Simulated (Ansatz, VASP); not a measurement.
## Two plane-wave programs on NaCl

```
CELL_PARAMETERS angstrom
0.00000 2.79406 2.79406
2.79406 0.00000 2.79406
2.79406 2.79406 0.00000
ATOMIC_POSITIONS crystal
Cl 0.50000 0.50000 0.50000
Na 0.00000 0.00000 0.00000
```

Alike in both runs: task relaxation of cell and atoms; functional HF; k mesh 4 × 4 × 4; occupations fermi-dirac, width 0.05 eV; no spin polarisation.

```csv
,VASP,Ansatz
version,VASP 6.6.1,Ansatz 0.2.0
potentials or method,"VASP PAW PBE potentials, release 64 (Cl, Na_pv)",Ansatz PAW
plane-wave cutoff (eV),600,420
valence electrons in the cell,14,16
```

Ansatz gave:

* gap on the k mesh at the Fermi level, each at its own relaxed structure (eV): 13.37
* relaxed volume (Å³/atom): 24.08
* relaxed cell length with the largest relative difference (Å): 4.084

Task: Estimate VASP's values.

Result: gap on the k mesh at the Fermi level, each at its own relaxed structure (eV): 13.41; relaxed volume (Å³/atom): 24.03; relaxed cell length with the largest relative difference (Å): 4.081.

VASP's potentials were made for PBE, not for HF. VASP's potentials hold 14 valence electrons a cell and Ansatz's 16, so a difference there can come from the potentials and not from the codes.

The k mesh is coarse, so the values compare programs but aren't converged. Noted on Ansatz's run: the plane-wave basis is chosen anew once the cell has moved, so the energies of steps on either side of that aren't comparable.
